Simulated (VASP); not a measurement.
Here is a VASP 6.6.1 calculation.

File INCAR:

```
SYSTEM = Ni
ALGO     = Normal         ! electronic algorithm
EDIFF    = 1E-6           ! SCF threshold, eV
ENCUT    = 600            ! plane-wave cutoff, eV
GGA      = PE             ! functional
GGA_COMPAT= .FALSE.      
ISIF     = 2              ! what is computed and relaxed
ISMEAR   = -1             ! smearing method
ISPIN    = 2              ! spin polarisation
LASPH    = .TRUE.         ! aspherical terms in the spheres
LCHARG   = .TRUE.         ! write CHGCAR
LELF     = .TRUE.         ! ELF
LMAXMIX  = 4              ! l up to which the mixer works
LORBIT   = 11             ! projections on sites
LREAL    = .FALSE.        ! projectors in reciprocal space
LVHAR    = .TRUE.       
LWAVE    = .FALSE.        ! write WAVECAR
MAGMOM   = 0.7            ! initial moments
NBANDS   = 15             ! bands
NELM     = 200            ! most SCF steps
PREC     = Accurate       ! precision mode
SIGMA    = 0.05           ! smearing width, eV
```

File KPOINTS:

```
k-points
0
G
  15 15 15
  0 0 0
```

Contents of POSCAR:

```
Ni
1.0
    0.0000000000      1.6799391071      1.9381285000
    1.6799391071      0.0000000000      1.9381285000
    1.6799391071      1.6799391071      0.0000000000
Ni
1
Direct
    0.0000000000      0.0000000000      0.0000000000
```

Potentials or basis: VASP PAW PBE potentials, release 64 (Ni).

Command:

```bash
$ cat potpaw_PBE.64/Ni/POTCAR > POTCAR
$ mpirun -np 1 vasp_std > vasp.out
```

(1) Predict the pressure.

(2) What does it give for the site moments?

Results:

(1) 0.7 GPa.

(2) Ni +0.62 μB.
